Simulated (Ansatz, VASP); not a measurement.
**Two plane-wave programs on Os**

```
Os
1.0
     2.49742    0.00000    0.00000
     0.00000    2.49742    0.00000
     0.00000    0.00000    2.71237
Os
1
Cartesian
  0.0000 0.0000 1.3562
```

Alike in both runs: task relaxation of cell and atoms; functional PBE; k mesh 6 × 6 × 6; occupations gaussian, width 0.1 eV; no spin polarisation.

|  | VASP | Ansatz |
| --- | --- | --- |
| version | VASP 6.6.1 | Ansatz 0.2.0 |
| potentials or method | VASP PAW PBE potentials, release 64 (Os_sv_GW), cutoff 560 eV | scalar-relativistic, plane waves, PAW |
| valence electrons in the cell | 16 | 16 |

Ansatz gave:

| Property | Result |
| --- | --- |
| gap on the k mesh at the Fermi level, each at its own relaxed structure (eV) | none |
| relaxed volume (Å³/atom) | 16.93 |
| relaxed length of the cell vector where the two differ most in proportion (Å) | 2.452 |

Problem. What did VASP give for the same quantities?

Solution. gap on the k mesh at the Fermi level, each at its own relaxed structure (eV): none; relaxed volume (Å³/atom): 16.78; relaxed length of the cell vector where the two differ most in proportion (Å): 2.610.

A gap of «none» marks a metal or a gap that the smearing closes.

The k mesh is coarse, so the values compare programs but aren't converged. Spin-orbit coupling is off throughout.
